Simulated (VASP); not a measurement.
Write the native input for VASP 6.6.1 that does the following.

- Task: single point
- Functional: PBE
- Potentials or basis: VASP PAW PBE potentials, release 64 (Ir, Pt)
- Cutoff: 520 eV
- k mesh: 12 × 12 × 1
- Occupations: gaussian, width 0.2 eV
- Spin: no spin polarisation
- Dipole correction: no
- Further INCAR settings: ALGO = Fast; EDIFF = 1e-06; NBANDS = 57

The structure of Ir4Pt lies in POSCAR:

```
Ir4Pt
1.0
    2.7564803803      0.0000000000      0.0000000000
   -1.3782401902      2.3871820344      0.0000000000
    0.0000000000      0.0000000000     22.4080765670
Ir Pt
8 2
Direct
    0.3333333333      0.6666666667      0.3978804166
    0.3333333333      0.6666666667      0.8978804166
    0.3333333333      0.6666666667      0.1998983129
    0.3333333333      0.6666666667      0.6998983129
    0.6666666667      0.3333333333      0.1021195834
    0.6666666667      0.3333333333      0.6021195834
    0.6666666667      0.3333333333      0.3001016871
    0.6666666667      0.3333333333      0.8001016871
    1.0000000000      0.0000000000      0.0000000000
    1.0000000000      0.0000000000      0.5000000000
```

These files were run (other wordings do the same):

INCAR

```
SYSTEM = Ir4Pt
ALGO = Fast
EDIFF = 1E-6
ENCUT = 520
GGA = PE
ISIF = 2
ISMEAR = 0
LASPH = .True.
LCHARG = .True.
LELF = .True.
LREAL = .False.
LVHAR = .True.
LWAVE = .False.
NBANDS = 57
NELM = 100
PREC = Accurate
SIGMA = 0.2
```

KPOINTS

```
k-points
0
Gamma
  12 12 1
  0 0 0
```

Potentials or basis: VASP PAW PBE potentials, release 64 (Ir, Pt).

The run is started by

```console
$ cat potpaw_PBE.64/Ir/POTCAR potpaw_PBE.64/Pt/POTCAR > POTCAR
$ mpirun -np 1 vasp_std > vasp.out
```

It gave:

```json
{
  "Pressure": "0.4 GPa",
  "Largest force": "0.041 eV/Å",
  "Band gap on the k mesh": "zero (bands 46 and 47 overlap by 2.46 eV)"
}
```

Caveat: the highest band is partly filled, so the run has too few bands; spin-orbit coupling is left out, which moves the levels of the heavy elements.

Run time: 2 min on 1 thread of Intel(R) Xeon(R) 6975P-C (Granite Rapids) (shared host), peak memory 0.37 GiB.
